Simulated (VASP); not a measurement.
# Al (Im-3m) in VASP: notebook

Al is run at these levels: LDA; tasks: single point.

Everything below comes from runs of VASP 6.6.1. Logs are shortened: lines on timing, memory, paths and dates and some standing lists are left out, and cuts for length are marked.

### 1 The cell of the first run

The structure is cubic, space group Im-3m (No. 229). The conventional cell has a = 3.009 Å, b = 3.009 Å, c = 3.009 Å, α = 90.00°, β = 90.00°, γ = 90.00°. Al (site symmetry m-3m) has 14 Al at 2.61 to 3.01 Å within 3.4 Å.

### 2 Single point, LDA

Input file INCAR:

```
SYSTEM = Al
PREC = Accurate ; ENCUT = 520
EDIFF = 1E-6 ; ISMEAR = -1
SIGMA = 0.08 ; LREAL = .False.
LASPH = .True. ; NELM = 100
ALGO = Normal ; ISIF = 2
LWAVE = .False. ; LCHARG = .False.
GGA = CA ; NBANDS = 8
```

Input file KPOINTS:

```
regular mesh
0
Gamma
  19 19 19
  0 0 0
```

Input file POSCAR:

```
Al
1.0
   -1.5043516205      1.5043516205      1.5043516205
    1.5043516205     -1.5043516205      1.5043516205
    1.5043516205      1.5043516205     -1.5043516205
Al
1
Direct
    0.0000000000      0.0000000000      0.0000000000
```

Potentials or basis: VASP PAW LDA potentials, release 64 (Al).

On the command line:

```
$ cat potpaw_LDA.64/Al/POTCAR > POTCAR
$ mpirun -np 1 vasp_std > vasp.out
```

OUTCAR:

```text
SYSTEM = Al
   PREC = Accurate
   ENCUT = 520
   EDIFF = 1E-6
   ISMEAR = -1
   LREAL = .False.
   LASPH = .True.
   NELM = 100
   ISIF = 2
   GGA = CA

 ion  position               nearest neighbor table
   1  0.000  0.000  0.000-

  LATTYP: Found a body centered cubic cell.
 ALAT       =     3.0087032410

  Lattice vectors:

 A1 = (  -1.5043516205,   1.5043516205,   1.5043516205)
 A2 = (   1.5043516205,  -1.5043516205,   1.5043516205)
 A3 = (   1.5043516205,   1.5043516205,  -1.5043516205)

Analysis of symmetry for initial positions (statically):
=====================================================================
 Subroutine PRICEL returns:
 Original cell was already a primitive cell.

 Routine SETGRP: Setting up the symmetry group for a
 body centered cubic supercell.

 Subroutine GETGRP returns: Found 48 space group operations
 (whereof 48 operations were pure point group operations)
 out of a pool of 48 trial point group operations.

The static configuration has the point symmetry O_h .

Analysis of symmetry for dynamics (positions and initial velocities):
=====================================================================
 Subroutine PRICEL returns:
 Original cell was already a primitive cell.

 Routine SETGRP: Setting up the symmetry group for a
 body centered cubic supercell.

 Subroutine GETGRP returns: Found 48 space group operations
 (whereof 48 operations were pure point group operations)
 out of a pool of 48 trial point group operations.

The dynamic configuration has the point symmetry O_h .

 Subroutine INISYM returns: Found 48 space group operations
 (whereof 48 operations are pure point group operations),
 and found     1 'primitive' translations

----------------------------------------------------------------------------------------

                                     Primitive cell

  volume of cell :      13.6178

  direct lattice vectors                    reciprocal lattice vectors
    -1.504351621  1.504351621  1.504351621     0.000000000  0.332369104  0.332369104
     1.504351621 -1.504351621  1.504351621     0.332369104  0.000000000  0.332369104
     1.504351621  1.504351621 -1.504351621     0.332369104  0.332369104  0.000000000

  length of vectors
     2.605613439  2.605613439  2.605613439     0.470040894  0.470040894  0.470040894

  position of ions in fractional coordinates (direct lattice)
     0.000000000  0.000000000  0.000000000

  ion indices of the primitive-cell ions
   primitive index   ion index
                 1           1

----------------------------------------------------------------------------------------

 KPOINTS: regular mesh

Automatic generation of k-mesh.
 Grid dimensions read from file:
 generate k-points for:   19   19   19

 Generating k-lattice:

  Cartesian coordinates                     Fractional coordinates (reciprocal lattice)
     0.000000000  0.017493111  0.017493111     0.052631579  0.000000000  0.000000000
     0.017493111  0.000000000  0.017493111     0.000000000  0.052631579  0.000000000
     0.017493111  0.017493111  0.000000000     0.000000000  0.000000000  0.052631579

  Length of vectors
     0.024738994  0.024738994  0.024738994

  Shift w.r.t. Gamma in fractional coordinates (k-lattice)
     0.000000000  0.000000000  0.000000000

 Subroutine IBZKPT returns following result:
 ===========================================

 Found    220 irreducible k-points:

 Following reciprocal coordinates:
            Coordinates               Weight
  0.000000  0.000000  0.000000      1.000000
  0.052632  0.000000  0.000000     12.000000
  0.105263  0.000000  0.000000     12.000000
  0.157895  0.000000  0.000000     12.000000
  0.210526  0.000000  0.000000     12.000000
  0.263158  0.000000  0.000000     12.000000
[... 16 lines left out ...]
  0.263158  0.105263  0.000000     48.000000
  0.315789  0.105263  0.000000     48.000000
 [... further k-points ...]
   k-points           NKPTS =    220   k-points in BZ     NKDIM =    220   number of bands    NBANDS=      8
   number of dos      NEDOS =    301   number of ions     NIONS =      1
   total plane-waves  NPLWV =   8000
   dimension x,y,z NGX =    20 NGY =   20 NGZ =   20
   dimension x,y,z NGXF=    40 NGYF=   40 NGZF=   40
   ions per type =               1
   NGX,Y,Z   is equivalent  to a cutoff of  12.76, 12.76, 12.76 a.u.
   NGXF,Y,Z  is equivalent  to a cutoff of  25.52, 25.52, 25.52 a.u.
 SYSTEM =  Al
   PREC   = accura    normal or accurate (medium, high low for compatibility)
   ISTART =      0    job   : 0-new  1-cont  2-samecut
   ICHARG =      2    charge: 1-file 2-atom 10-const
   ISPIN  =      1    spin polarized calculation?
   LNONCOLLINEAR =      F non collinear calculations
   LSORBIT =      F    spin-orbit coupling
   LASPH  =      T    aspherical Exc in radial PAW
   ENCUT  =  520.0 eV  38.22 Ry    6.18 a.u.   4.84  4.84  4.84*2*pi/ulx,y,z
   NELM   =    100;   NELMIN=  2; NELMDL= -5     # of ELM steps
   EDIFF  = 0.1E-05   stopping-criterion for ELM
   LREAL  =      F    real-space projection
   EDIFFG = 0.1E-04   stopping-criterion for IOM
   NSW    =      0    number of steps for IOM
   IBRION =     -1    ionic relax: 0-MD 1-quasi-New 2-CG
   NFREE  =      0    steps in history (QN), initial steepest desc. (CG)
   ISIF   =      2    stress and relaxation
   ISYM   =      2    0-nonsym 1-usesym 2-fastsym
   POTIM  = 0.5000    time-step for ionic-motion
   TEBEG  =    0.0;   TEEND  =   0.0 temperature during run
   PSTRESS=    0.0 pullay stress
   NELECT =       3.0000    total number of electrons
   NUPDOWN=      -1.0000    fix difference up-down
   EMIN   =  10.00;   EMAX   =-10.00  energy-range for DOS
   EFERMI =   0.00;   METHOD = LEGACY
   ISMEAR =    -1;   SIGMA  =   0.08  broadening in eV -4-tet -1-fermi 0-gaus
   EFERMI_NEDOS =   21; number of points for ismear=-14 and -15
   IALGO  =     38    algorithm
   IMIX   =      4    mixing-type and parameters
     AMIX     =   0.40;   BMIX     =  1.00
     AMIX_MAG =   1.60;   BMIX_MAG =  1.00
  volume/ion in A,a.u.               =      13.62        91.90
  Fermi-wavevector in a.u.,A,eV,Ry     =   0.988733  1.868435 13.300972  0.977594
  Thomas-Fermi vector in A             =   2.120281
   LORBIT       =      0    0 simple, 1 ext, 2 COOP (PROOUT), +10 PAW based schemes
   GGA     = CA    functional components
   LHFCALC =     F    Hartree Fock is set to
   AEXX    =    0.0000 exact exchange contribution
   IVDW    =     0    specifies the selected vdW correction
   LEPSILON=     F    determine dielectric tensor
   LRPA    =     F    only Hartree local field effects (RPA)
 non-spin polarized calculation
  energy-cutoff  :      520.00
  volume of cell :       13.62
 maximum number of plane-waves:       378
   NGX =  9   NGY =  9   NGZ =  9

 number of electron       3.0000000 magnetization

 Free energy of the ion-electron system (eV)
  ---------------------------------------------------
  ext. energy  EPLUGINS =         0.00000000
  ---------------------------------------------------
  free energy    TOTEN  =        -3.96273667 eV

  energy without entropy =       -3.95366387  energy(sigma->0) =       -3.95820027

 E-fermi :   9.9799     XC(G=0): -11.0787

 val. band max:        9.9709463769   @ k =  -0.3684   0.4211   0.1579
 cond. band min:       9.9969006335   @ k =   0.2632   0.2105   0.0526
 fundamental gap:      0.0259542567
 Fermi energy:         9.9798639449

 k-point     1 :       0.0000    0.0000    0.0000
  band No.  band energies     occupation
      1      -2.5471      2.00000
      2      24.3376      0.00000
      3      24.3376      0.00000
      4      24.3376      0.00000
      5      27.4238      0.00000
      6      27.4238      0.00000
      7      27.4238      0.00000
      8      27.7811      0.00000

 k-point     2 :       0.0526    0.0000    0.0000
  band No.  band energies     occupation
      1      -2.4568      2.00000
      2      23.4021      0.00000
      3      23.9176      0.00000
      4      23.9569      0.00000
      5      26.5951      0.00000
      6      26.9249      0.00000
      7      27.6940      0.00000
      8      27.9913      0.00000

 k-point     3 :       0.1053    0.0000    0.0000
  band No.  band energies     occupation
      1      -2.1864      2.00000
      2      21.2850      0.00000
      3      23.0965      0.00000
      4      23.1011      0.00000
      5      25.5115      0.00000
      6      26.2240      0.00000
      7      28.0160      0.00000
      8      28.5766      0.00000

 k-point     4 :       0.1579    0.0000    0.0000
  band No.  band energies     occupation
      1      -1.7372      2.00000
      2      18.8752      0.00000
      3      22.1183      0.00000
      4      22.2651      0.00000
      5      24.4911      0.00000
      6      25.6042      0.00000
      7      28.5252      0.00000
      8      28.9454      0.00000

 k-point     5 :       0.2105    0.0000    0.0000
  band No.  band energies     occupation
      1      -1.1112      2.00000
      2      16.4734      0.00000
      3      21.1899      0.00000
      4      21.5139      0.00000
      5      23.5929      0.00000
      6      24.9932      0.00000
      7      29.2040      0.00000
      8      29.4066      0.00000
[... 177 lines left out ...]
 k-point    22 :       0.2105    0.1053    0.0000
  band No.  band energies     occupation
      1      -0.0462      2.00000
      2      14.3570      0.00000
      3      17.4477      0.00000
      4      20.5636      0.00000
      5      24.1175      0.00000
      6      26.2532      0.00000
      7      28.4894      0.00000
      8      31.6640      0.00000

 k-point    23 :       0.2632    0.1053    0.0000
  band No.  band energies     occupation
      1       0.9210      2.00000
      2      12.1932      0.00000
      3      16.7995      0.00000
      4      19.9987      0.00000
      5      23.5542      0.00000
      6      26.1991      0.00000
      7      28.8345      0.00000
      8      32.8067      0.00000

 k-point    24 :       0.3158    0.1053    0.0000
  band No.  band energies     occupation
      1       2.0522      2.00000
      2      10.1561      0.19892
      3      16.3129      0.00000
      4      19.5680      0.00000
      5      23.1128      0.00000
      6      26.0053      0.00000
      7      29.5518      0.00000
      8      33.6697      0.00000

 [... further k-points ...]
[... 5 lines left out ...]
  --------------------------------------------------------------------------------------
  -------------------------------------------------------------------------------------
  Total        1.6194245      1.6194245      1.6194245      0.0000000      0.0000000     -0.0000000
  in kB      190.5299418    190.5299418    190.5299418      0.0000000      0.0000000     -0.0000000
  external PRESSURE =     190.5299418 kB  Pullay stress =       0.0000000 kB

 VOLUME and BASIS-vectors are now :
 -----------------------------------------------------------------------------
  energy-cutoff  :      520.00
  volume of cell :       13.62
      direct lattice vectors                 reciprocal lattice vectors
    -1.504351621  1.504351621  1.504351621     0.000000000  0.332369104  0.332369104
     1.504351621 -1.504351621  1.504351621     0.332369104  0.000000000  0.332369104
     1.504351621  1.504351621 -1.504351621     0.332369104  0.332369104  0.000000000

 POSITION                                       TOTAL-FORCE (eV/Angst)
 -----------------------------------------------------------------------------------
      0.00000      0.00000      0.00000         0.000000      0.000000      0.000000
 -----------------------------------------------------------------------------------
    total drift:                                0.000000      0.000000      0.000000

  FREE ENERGIE OF THE ION-ELECTRON SYSTEM (eV)
  ---------------------------------------------------
  free  energy   TOTEN  =        -3.9627366693 eV

  energy  without entropy=       -3.9536638669  energy(sigma->0) =       -3.95820027
```

Wall time 11 s (1 thread of Intel Xeon Platinum 8259CL at 2.50GHz (Skylake/Cascade Lake), shared host); peak memory 0.12 GiB.

What came out:

| Property | Result |
| --- | --- |
| Free energy | -3.9627 eV |
| Pressure | 19.1 GPa |

Levels at points of the mesh, in eV from the Fermi level:
```tsv
k point	band 1	band 2	band 3	band 4
(0.00, 0.00, 0.00)	-12.53	14.36	14.36	14.36
```

### 3 Single point, LDA

Input file INCAR:

```
SYSTEM = Al
ALGO = Normal ; EDIFF = 1E-7
ENCUT = 520 ; ISIF = 2
ISMEAR = -1 ; LASPH = .TRUE.
LCHARG = .FALSE. ; LREAL = .FALSE.
LWAVE = .FALSE. ; NBANDS = 8
NELM = 60 ; PREC = Accurate
SIGMA = 0.08
```

Input file KPOINTS:

```
k-points
0
G
  19 19 19
  0 0 0
```

POSCAR is that of step 2.

Potentials or basis: VASP PAW LDA potentials, release 64 (Al).

On the command line:

```
$ cat potpaw_LDA.64/Al/POTCAR > POTCAR
$ mpirun -np 1 vasp_std > vasp.out
```

It took 12 s on 1 thread of Intel Xeon Platinum 8259CL at 2.50GHz (Skylake/Cascade Lake), shared host; peak memory 0.13 GiB.

Results (log left out):

```yaml
Free_energy: -3.9627 eV
Pressure: 19.1 GPa
```

Levels at points of the mesh, in eV from the Fermi level:
```csv
k point,band 1,band 2,band 3,band 4
"(0.00, 0.00, 0.00)",-12.53,14.36,14.36,14.36
```

### 4 Single point, LDA

Input file INCAR:

```
PREC = Accurate ; ENCUT = 520
EDIFF = 1E-6 ; ISMEAR = -1
SIGMA = 0.08 ; LREAL = F
LASPH = T ; NELM = 80
ALGO = Normal ; ISIF = 2
LWAVE = F ; LCHARG = F
GGA = CA ; NBANDS = 8
```

Input file KPOINTS:

```
Automatic mesh
0
Gamma
  19 19 19
```

POSCAR is that of step 3.

Potentials or basis: VASP PAW LDA potentials, release 64 (Al).

On the command line:

```
$ cat potpaw_LDA.64/Al/POTCAR > POTCAR
$ mpirun -np 1 vasp_std > vasp.out
```

OUTCAR:

```text
PREC = Accurate
   ENCUT = 520
   EDIFF = 1E-6
   ISMEAR = -1
   LREAL = F
   LASPH = T
   NELM = 80
   ISIF = 2
   GGA = CA

 ion  position               nearest neighbor table
   1  0.000  0.000  0.000-

  LATTYP: Found a body centered cubic cell.
 ALAT       =     3.0087032410

  Lattice vectors:

 A1 = (  -1.5043516205,   1.5043516205,   1.5043516205)
 A2 = (   1.5043516205,  -1.5043516205,   1.5043516205)
 A3 = (   1.5043516205,   1.5043516205,  -1.5043516205)

Analysis of symmetry for initial positions (statically):
=====================================================================
 Subroutine PRICEL returns:
 Original cell was already a primitive cell.

 Routine SETGRP: Setting up the symmetry group for a
 body centered cubic supercell.

 Subroutine GETGRP returns: Found 48 space group operations
 (whereof 48 operations were pure point group operations)
 out of a pool of 48 trial point group operations.

The static configuration has the point symmetry O_h .

Analysis of symmetry for dynamics (positions and initial velocities):
=====================================================================
 Subroutine PRICEL returns:
[... 152 lines left out ...]
  energy without entropy =       -3.95366387  energy(sigma->0) =       -3.95820027

 E-fermi :   9.9799     XC(G=0): -11.0787

 val. band max:        9.9709463769   @ k =  -0.3684   0.4211   0.1579
 cond. band min:       9.9969006335   @ k =   0.2632   0.2105   0.0526
 fundamental gap:      0.0259542567
 Fermi energy:         9.9798639449

 k-point     1 :       0.0000    0.0000    0.0000
  band No.  band energies     occupation
      1      -2.5471      2.00000
      2      24.3376      0.00000
      3      24.3376      0.00000
      4      24.3376      0.00000
      5      27.4238      0.00000
      6      27.4238      0.00000
      7      27.4238      0.00000
      8      27.7811      0.00000
[... 243 lines left out ...]
 k-point    24 :       0.3158    0.1053    0.0000
  band No.  band energies     occupation
      1       2.0522      2.00000
      2      10.1561      0.19892
      3      16.3129      0.00000
      4      19.5680      0.00000
      5      23.1128      0.00000
      6      26.0053      0.00000
      7      29.5518      0.00000
      8      33.6697      0.00000

 [... further k-points ...]
[... 5 lines left out ...]
  --------------------------------------------------------------------------------------
  -------------------------------------------------------------------------------------
  Total        1.6194245      1.6194245      1.6194245      0.0000000      0.0000000     -0.0000000
  in kB      190.5299418    190.5299418    190.5299418      0.0000000      0.0000000     -0.0000000
  external PRESSURE =     190.5299418 kB  Pullay stress =       0.0000000 kB

 VOLUME and BASIS-vectors are now :
 -----------------------------------------------------------------------------
  energy-cutoff  :      520.00
  volume of cell :       13.62
      direct lattice vectors                 reciprocal lattice vectors
    -1.504351621  1.504351621  1.504351621     0.000000000  0.332369104  0.332369104
     1.504351621 -1.504351621  1.504351621     0.332369104  0.000000000  0.332369104
     1.504351621  1.504351621 -1.504351621     0.332369104  0.332369104  0.000000000

 POSITION                                       TOTAL-FORCE (eV/Angst)
 -----------------------------------------------------------------------------------
      0.00000      0.00000      0.00000         0.000000      0.000000      0.000000
 -----------------------------------------------------------------------------------
    total drift:                                0.000000      0.000000      0.000000

  FREE ENERGIE OF THE ION-ELECTRON SYSTEM (eV)
  ---------------------------------------------------
  free  energy   TOTEN  =        -3.9627366693 eV

  energy  without entropy=       -3.9536638669  energy(sigma->0) =       -3.95820027
```

OSZICAR:

```text
N       E                     dE             d eps       ncg     rms          rms(c)
DAV:   1    -0.246787657339E+01   -0.24679E+01   -0.92475E+02  3528   0.211E+02
DAV:   2    -0.399624038378E+01   -0.15284E+01   -0.15046E+01  4960   0.209E+01
DAV:   3    -0.400159854590E+01   -0.53582E-02   -0.53563E-02  4264   0.134E+00
DAV:   4    -0.400160670162E+01   -0.81557E-05   -0.81545E-05  5360   0.488E-02
DAV:   5    -0.400160671780E+01   -0.16182E-07   -0.16271E-07  4312   0.126E-03    0.173E+00
DAV:   6    -0.397784641612E+01    0.23760E-01   -0.22179E-03  3912   0.185E-01    0.951E-01
DAV:   7    -0.396277478023E+01    0.15072E-01   -0.55973E-03  4000   0.290E-01    0.199E-01
DAV:   8    -0.396273684296E+01    0.37937E-04   -0.31443E-05  5064   0.329E-02    0.164E-02
DAV:   9    -0.396273666926E+01    0.17370E-06   -0.15934E-07  3952   0.227E-03
   1 F= -.39627367E+01 E0= -.39582003E+01  d E =-.907280E-02
```

Run time: 11 s. Hardware: 1 thread of Intel Xeon Platinum 8259CL at 2.50GHz (Skylake/Cascade Lake), shared host; peak memory 0.13 GiB.

What came out:

```yaml
Free_energy: -3.9627 eV
Pressure: 19.1 GPa
```

### 5 Single point, LDA (volume scaled by 0.92)

Input file INCAR:

```
SYSTEM = Al
ALGO = Normal ; EDIFF = 1E-7
ENCUT = 520 ; GGA = CA
ISIF = 2 ; ISMEAR = -1
LASPH = .True. ; LCHARG = .False.
LREAL = .False. ; LWAVE = .False.
NBANDS = 8 ; NELM = 60
PREC = Accurate ; SIGMA = 0.08
```

Input file KPOINTS:

```
k-points
0
Gamma
  19 19 19
  0 0 0
```

Input file POSCAR:

```
Al
1.0
   -1.5506681685      1.5506681685      1.5506681685
    1.5506681685     -1.5506681685      1.5506681685
    1.5506681685      1.5506681685     -1.5506681685
Al
1
Direct
    0.0000000000      0.0000000000      0.0000000000
```

On the command line:

```
$ cat potpaw_LDA.64/Al/POTCAR > POTCAR
$ mpirun -np 1 vasp_std > vasp.out
```

It took 12 s on 1 thread of Intel Xeon Platinum 8259CL at 2.50GHz (Skylake/Cascade Lake), shared host; peak memory 0.12 GiB.

Results (log left out):

```
Free energy : -4.0674 eV
Pressure    : 7.6 GPa
```

Levels at points of the mesh, in eV from the Fermi level:
```tsv
k point	band 1	band 2	band 3	band 4	band 5
(0.00, 0.00, 0.00)	-11.84	13.78	13.78	13.78	15.94
```
